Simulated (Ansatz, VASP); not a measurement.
**Two plane-wave programs on MgO**

```
Mg O
1.0
     0.00000    2.10746    2.10746
     2.10746    0.00000    2.10746
     2.10746    2.10746    0.00000
Mg O
1 1
Direct
  0.00000 0.00000 0.00000
  0.50000 0.50000 0.50000
```

Alike in both runs: task single point; functional HSE06; k mesh 6 × 6 × 6; no spin polarisation.

```csv
,VASP,Ansatz
version,VASP 6.6.1,Ansatz 0.2.0
potentials or method,"VASP PAW PBE potentials, release 64 (Mg, O), cutoff 520 eV","scalar-relativistic, plane waves, PAW"
occupations,"gaussian, width 0.01 eV",fixed
valence electrons in the cell,8,16
```

```csv
,VASP,Ansatz,Ansatz less VASP
gap on the k mesh at the Fermi level (eV),6.42,6.46,+0.048
least direct gap on the mesh (eV),6.42,6.46,+0.048
pressure (GPa),-1.9,-1.5,+0.37
```

VASP's potentials hold 8 valence electrons a cell and Ansatz's 16, so a difference there can come from the potentials and not from the codes. Ansatz's warnings: stress exchange threshold loose, stress scf threshold loose.

The k mesh is coarse, so the values compare programs but aren't converged.
